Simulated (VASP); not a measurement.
Write the native input for VASP 6.6.1 that does the following.

```yaml
Task: single point
Functional: PBE
Potentials_or_basis: VASP PAW PBE potentials, release 64 (Tm, I)
Cutoff: 520 eV
k_mesh: 3 × 3 × 4
Occupations: gaussian, width 0.1 eV
Spin: no spin polarisation
Dipole_correction: no
Further_INCAR_settings: ALGO = Normal; EDIFF = 1e-07; NBANDS = 42
```

The structure of Tm2I3 lies in POSCAR:

```
Tm2I3
1.0
    7.3237088900      0.0000000000      0.0000000000
   -3.6618544400      6.3425179400      0.0000000000
    0.0000000000      0.0000000000      4.7692487900
Tm I
2 3
Direct
    0.3333333300      0.6666666700      0.0000000000
    0.6666666700      0.3333333300      0.0000000000
    0.5000000000      0.0000000000      0.0000000000
    0.0000000000      0.5000000000      0.0000000000
    0.5000000000      0.5000000000      0.0000000000
```

The cell was generated, and may not be a known phase.

One way to write it, as run:

INCAR

```
SYSTEM = Tm2I3
ALGO     = Normal         ! electronic algorithm
EDIFF    = 1E-7           ! SCF threshold, eV
ENCUT    = 520            ! plane-wave cutoff, eV
GGA      = PE             ! functional
ISIF     = 2              ! what is computed and relaxed
ISMEAR   = 0              ! smearing method
LASPH    = .True.         ! aspherical terms in the spheres
LCHARG   = .True.         ! write CHGCAR
LELF     = .True.         ! ELF
LREAL    = .False.        ! projectors in reciprocal space
LVHAR    = .True.       
LWAVE    = .False.        ! write WAVECAR
NBANDS   = 42             ! bands
NELM     = 100            ! most SCF steps
PREC     = Accurate       ! precision mode
SIGMA    = 0.1            ! smearing width, eV
```

KPOINTS

```
k-points
0
Gamma
  3 3 4
  0 0 0
```

Potentials or basis: VASP PAW PBE potentials, release 64 (Tm, I).

The run is started by

```sh
$ cat potpaw_PBE.64/Tm/POTCAR potpaw_PBE.64/I/POTCAR > POTCAR
$ mpirun -np 1 vasp_std > vasp.out
```

Results of the run:

The pressure is 57.2 GPa and the band gap on the k mesh is zero (an odd number of electrons rules out a gap without spin polarisation).

Caveat: the stress differs along the axes, from -1 to 86 GPa; spin-orbit coupling is left out, which moves the levels of the heavy elements; an odd number of electrons without spin polarisation forces a metal; a magnetic or distorted state may lie lower; the run has no spin polarisation, though such a crystal can be magnetic; semilocal functionals describe open f shells poorly, which spoils levels, moments and volumes.

Run time: 4.7 min on 1 thread of Intel(R) Xeon(R) 6975P-C (Granite Rapids), with other jobs on the host, peak memory 0.35 GiB.
